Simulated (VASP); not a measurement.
# AlCo (P4/mmm) in VASP: a series of runs, part 2 of 3

VASP 6.6.1. The steps go on from the part before.

## Step 3: Single point, PBEsol

This run uses another cell than the first one, of the same volume but with other edges.

Input file INCAR:

```
PREC     = Accurate       # precision mode
ENCUT    = 520            # plane-wave cutoff, eV
EDIFF    = 1E-6           # SCF threshold, eV
ISMEAR   = 0              # smearing method
SIGMA    = 0.15           # smearing width, eV
LREAL    = False          # projectors in reciprocal space
LASPH    = True           # aspherical terms in the spheres
NELM     = 80             # most SCF steps
ALGO     = Fast           # electronic algorithm
ISIF     = 2              # what is computed and relaxed
LWAVE    = False          # write WAVECAR
LCHARG   = False          # write CHGCAR
GGA      = PS             # functional
NBANDS   = 13             # bands
```

Input file KPOINTS:

```
regular mesh
0
Gamma
  24 24 24
```

Input file POSCAR:

```
AlCo
1.0
    2.7343213276      0.0000000000      0.0000000000
    0.0000000000      2.7343213276      0.0000000000
    0.0000000000      0.0000000000      3.0077534603
Al Co
1 1
Direct
    0.0000000000      0.0000000000      0.0000000000
    0.5000000000      0.5000000000      0.5000000000
```

Potentials or basis: VASP PAW PBE potentials, release 64 (Al, Co).

Command:

```
cat potpaw_PBE.64/Al/POTCAR potpaw_PBE.64/Co/POTCAR > POTCAR
mpirun -np 1 vasp_std > vasp.out
```

OUTCAR:

```text
PREC = Accurate
   ENCUT = 520
   EDIFF = 1E-6
   ISMEAR = 0
   LREAL = False
   LASPH = True
   NELM = 80
   ISIF = 2
   GGA = PS

 ion  position               nearest neighbor table
   1  0.000  0.000  0.000-   2 2.45   2 2.45   2 2.45   2 2.45   2 2.45   2 2.45   2 2.45   2 2.45

   2  0.500  0.500  0.500-   1 2.45   1 2.45   1 2.45   1 2.45   1 2.45   1 2.45   1 2.45   1 2.45

  LATTYP: Found a simple tetragonal cell.
 ALAT       =     2.7343213276
 C/A-ratio  =     1.1000000000

  Lattice vectors:

 A1 = (   2.7343213276,   0.0000000000,   0.0000000000)
 A2 = (   0.0000000000,   2.7343213276,   0.0000000000)
 A3 = (   0.0000000000,   0.0000000000,   3.0077534603)

Analysis of symmetry for initial positions (statically):
=====================================================================
 Subroutine PRICEL returns:
 Original cell was already a primitive cell.

 Routine SETGRP: Setting up the symmetry group for a
 simple tetragonal supercell.

 Subroutine GETGRP returns: Found 16 space group operations
 (whereof 16 operations were pure point group operations)
 out of a pool of 16 trial point group operations.

The static configuration has the point symmetry D_4h.

Analysis of symmetry for dynamics (positions and initial velocities):
=====================================================================
 Subroutine PRICEL returns:
 Original cell was already a primitive cell.

 Routine SETGRP: Setting up the symmetry group for a
 simple tetragonal supercell.

 Subroutine GETGRP returns: Found 16 space group operations
 (whereof 16 operations were pure point group operations)
 out of a pool of 16 trial point group operations.

The dynamic configuration has the point symmetry D_4h.

 Subroutine INISYM returns: Found 16 space group operations
 (whereof 16 operations are pure point group operations),
 and found     1 'primitive' translations

----------------------------------------------------------------------------------------

                                     Primitive cell

  volume of cell :      22.4875

  direct lattice vectors                    reciprocal lattice vectors
     2.734321328  0.000000000  0.000000000     0.365721464  0.000000000  0.000000000
     0.000000000  2.734321328  0.000000000     0.000000000  0.365721464  0.000000000
     0.000000000  0.000000000  3.007753460     0.000000000  0.000000000  0.332474059

  length of vectors
     2.734321328  2.734321328  3.007753460     0.365721464  0.365721464  0.332474059

  position of ions in fractional coordinates (direct lattice)
     0.000000000  0.000000000  0.000000000
     0.500000000  0.500000000  0.500000000

  ion indices of the primitive-cell ions
   primitive index   ion index
                 1           1
                 2           2

----------------------------------------------------------------------------------------

 KPOINTS: regular mesh

Automatic generation of k-mesh.
 Grid dimensions read from file:
 generate k-points for:   24   24   24

 Generating k-lattice:

  Cartesian coordinates                     Fractional coordinates (reciprocal lattice)
     0.015238394  0.000000000  0.000000000     0.041666667  0.000000000  0.000000000
     0.000000000  0.015238394  0.000000000     0.000000000  0.041666667  0.000000000
     0.000000000  0.000000000  0.013853086     0.000000000  0.000000000  0.041666667

  Length of vectors
     0.015238394  0.015238394  0.013853086

  Shift w.r.t. Gamma in fractional coordinates (k-lattice)
     0.000000000  0.000000000  0.000000000

 Subroutine IBZKPT returns following result:
 ===========================================

 Found   1183 irreducible k-points:

 Following reciprocal coordinates:
            Coordinates               Weight
  0.000000  0.000000  0.000000      1.000000
  0.041667  0.000000  0.000000      4.000000
  0.083333  0.000000  0.000000      4.000000
  0.125000  0.000000  0.000000      4.000000
  0.166667  0.000000  0.000000      4.000000
  0.208333  0.000000  0.000000      4.000000
[... 16 lines left out ...]
  0.416667  0.041667  0.000000      8.000000
  0.458333  0.041667  0.000000      8.000000
 [... further k-points ...]
   k-points           NKPTS =   1183   k-points in BZ     NKDIM =   1183   number of bands    NBANDS=     13
   number of dos      NEDOS =    301   number of ions     NIONS =      2
   total plane-waves  NPLWV =   9600
   dimension x,y,z NGX =    20 NGY =   20 NGZ =   24
   dimension x,y,z NGXF=    40 NGYF=   40 NGZF=   48
   ions per type =               1   1
   NGX,Y,Z   is equivalent  to a cutoff of  12.16, 12.16, 13.27 a.u.
   NGXF,Y,Z  is equivalent  to a cutoff of  24.32, 24.32, 26.53 a.u.
 SYSTEM =  unknown system
   PREC   = accura    normal or accurate (medium, high low for compatibility)
   ISTART =      0    job   : 0-new  1-cont  2-samecut
   ICHARG =      2    charge: 1-file 2-atom 10-const
   ISPIN  =      1    spin polarized calculation?
   LNONCOLLINEAR =      F non collinear calculations
   LSORBIT =      F    spin-orbit coupling
   LASPH  =      T    aspherical Exc in radial PAW
   ENCUT  =  520.0 eV  38.22 Ry    6.18 a.u.   5.08  5.08  5.59*2*pi/ulx,y,z
   NELM   =     80;   NELMIN=  2; NELMDL= -5     # of ELM steps
   EDIFF  = 0.1E-05   stopping-criterion for ELM
   LREAL  =      F    real-space projection
   EDIFFG = 0.1E-04   stopping-criterion for IOM
   NSW    =      0    number of steps for IOM
   IBRION =     -1    ionic relax: 0-MD 1-quasi-New 2-CG
   NFREE  =      0    steps in history (QN), initial steepest desc. (CG)
   ISIF   =      2    stress and relaxation
   ISYM   =      2    0-nonsym 1-usesym 2-fastsym
   POTIM  = 0.5000    time-step for ionic-motion
   TEBEG  =    0.0;   TEEND  =   0.0 temperature during run
   PSTRESS=    0.0 pullay stress
   NELECT =      12.0000    total number of electrons
   NUPDOWN=      -1.0000    fix difference up-down
   EMIN   =  10.00;   EMAX   =-10.00  energy-range for DOS
   EFERMI =   0.00;   METHOD = LEGACY
   ISMEAR =     0;   SIGMA  =   0.15  broadening in eV -4-tet -1-fermi 0-gaus
   EFERMI_NEDOS =   21; number of points for ismear=-14 and -15
   IALGO  =     68    algorithm
   IMIX   =      4    mixing-type and parameters
     AMIX     =   0.40;   BMIX     =  1.00
     AMIX_MAG =   1.60;   BMIX_MAG =  1.00
  volume/ion in A,a.u.               =      11.24        75.88
  Fermi-wavevector in a.u.,A,eV,Ry     =   1.327868  2.509306 23.990236  1.763233
  Thomas-Fermi vector in A             =   2.457148
   LORBIT       =      0    0 simple, 1 ext, 2 COOP (PROOUT), +10 PAW based schemes
   GGA     = PS    functional components
   LHFCALC =     F    Hartree Fock is set to
   AEXX    =    0.0000 exact exchange contribution
   IVDW    =     0    specifies the selected vdW correction
   LEPSILON=     F    determine dielectric tensor
   LRPA    =     F    only Hartree local field effects (RPA)
 non-spin polarized calculation
 RMM-DIIS sequential band-by-band and
 Gauss-broadening in eV      SIGMA  =   0.15
  energy-cutoff  :      520.00
  volume of cell :       22.49
 maximum number of plane-waves:       624
   NGX = 11   NGY = 11   NGZ = 11

 number of electron      12.0000003 magnetization

 Free energy of the ion-electron system (eV)
  ---------------------------------------------------
  ext. energy  EPLUGINS =         0.00000000
  ---------------------------------------------------
  free energy    TOTEN  =       -13.03034730 eV

  energy without entropy =      -13.01959801  energy(sigma->0) =      -13.02497266

 E-fermi :  10.6396     XC(G=0): -12.5259

 val. band max:       10.6377941141   @ k =   0.0417   0.0000   0.3750
 cond. band min:      10.6411204329   @ k =   0.4583   0.4583   0.3333
 fundamental gap:      0.0033263189
 Fermi energy:        10.6396458873

 k-point     1 :       0.0000    0.0000    0.0000
  band No.  band energies     occupation
      1      -0.4380      2.00000
      2       7.6432      2.00000
      3       7.8164      2.00000
      4       9.9281      2.00000
      5       9.9281      2.00000
      6      10.2577      1.99968
      7      14.7339      0.00000
      8      18.1587      0.00000
      9      18.1587      0.00000
     10      19.0677      0.00000
     11      20.0208      0.00000
     12      26.8687      0.00000
     13      32.2028      0.00000
[... 353 lines left out ...]
 k-point    24 :       0.4583    0.0417    0.0000
  band No.  band energies     occupation
      1       3.6067      2.00000
      2       4.9777      2.00000
      3       8.4027      2.00000
      4       8.6612      2.00000
      5       9.3443      2.00000
      6      10.0544      2.00000
      7      11.3605      0.00000
      8      19.0369      0.00000
      9      19.4356      0.00000
     10      21.7785      0.00000
     11      22.1485      0.00000
     12      24.1389      0.00000
     13      25.7302      0.00000

 [... further k-points ...]
[... 5 lines left out ...]
  --------------------------------------------------------------------------------------
  -------------------------------------------------------------------------------------
  Total        0.6654916      0.6654916     -0.9403761      0.0000000      0.0000000      0.0000000
  in kB       47.4145682     47.4145682    -66.9993896      0.0000000      0.0000000      0.0000000
  external PRESSURE =       9.2765823 kB  Pullay stress =       0.0000000 kB

 VOLUME and BASIS-vectors are now :
 -----------------------------------------------------------------------------
  energy-cutoff  :      520.00
  volume of cell :       22.49
      direct lattice vectors                 reciprocal lattice vectors
     2.734321328  0.000000000  0.000000000     0.365721464  0.000000000  0.000000000
     0.000000000  2.734321328  0.000000000     0.000000000  0.365721464  0.000000000
     0.000000000  0.000000000  3.007753460     0.000000000  0.000000000  0.332474059

 POSITION                                       TOTAL-FORCE (eV/Angst)
 -----------------------------------------------------------------------------------
      0.00000      0.00000      0.00000         0.000000      0.000000      0.000000
      1.36716      1.36716      1.50388         0.000000      0.000000      0.000000
 -----------------------------------------------------------------------------------
    total drift:                               -0.000000      0.000000      0.000000

  FREE ENERGIE OF THE ION-ELECTRON SYSTEM (eV)
  ---------------------------------------------------
  free  energy   TOTEN  =       -13.0303473024 eV

  energy  without entropy=      -13.0195980098  energy(sigma->0) =      -13.02497266
```

Run time: 2.4 min. Hardware: 1 thread of AMD EPYC 9R45 (Zen 5), shared host; peak memory 0.42 GiB.

What came out:

```yaml
Free_energy: -13.0303 eV
Pressure: 0.9 GPa
Band_gap_on_the_k_mesh: zero (bands 6 and 7 overlap by 2.62 eV)
```

Stress tensor (GPa, compression positive):
```
 4.74  0.00  0.00
 0.00  4.74  0.00
 0.00  0.00 -6.70
```

Caveat: the stress differs along the axes, from -7 to 5 GPa; the PAW data sets were made with another functional, which shifts forces and pressure a little; the run has no spin polarisation, though such a crystal can be magnetic. Spin polarisation is off, so any magnetic state and its effect on volume and gap are missing.

(Continued in part 3 of 3.)
